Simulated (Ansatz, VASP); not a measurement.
## AgO2 in VASP and in Ansatz

```
CELL_PARAMETERS angstrom
4.21059 0.00000 0.00000
0.00000 5.34359 0.00000
0.00000 0.00000 3.52024
ATOMIC_POSITIONS crystal
Ag 0.00000 0.00000 0.00000
Ag 0.50000 0.50000 0.50000
O 0.86679 0.57717 0.00000
O 0.13321 0.42283 0.00000
O 0.36679 0.92283 0.50000
O 0.63321 0.07717 0.50000
```

Alike in both runs: functional PBE; k mesh 4 × 3 × 5; occupations gaussian, width 0.2 eV; no spin polarisation.

Ansatz relaxed the structure, and its values are those at the end. VASP's run is a single point on that final structure, the one shown.

```csv
,VASP,Ansatz
version,VASP 6.6.1,Ansatz 0.2.0
potentials or method,"VASP PAW PBE potentials, release 64 (Ag_sv_GW, O), cutoff 700 eV","scalar-relativistic, plane waves, PAW"
valence electrons in the cell,62,62
```

|  | VASP | Ansatz | Ansatz less VASP |
| --- | --- | --- | --- |
| gap on the k mesh at the Fermi level (eV) | none | none | - |
| pressure (GPa) | 0.1 | 0.0 | -0.13 |
| rms of the force components (eV/Å) | 0.110 | 0.019 | -0.0913 |

A gap of «none» marks a metal or a gap that the smearing closes. One of these differences is far larger than is usual between the two programs; its cause wasn't traced.

The k mesh is coarse, so the values compare programs but aren't converged.
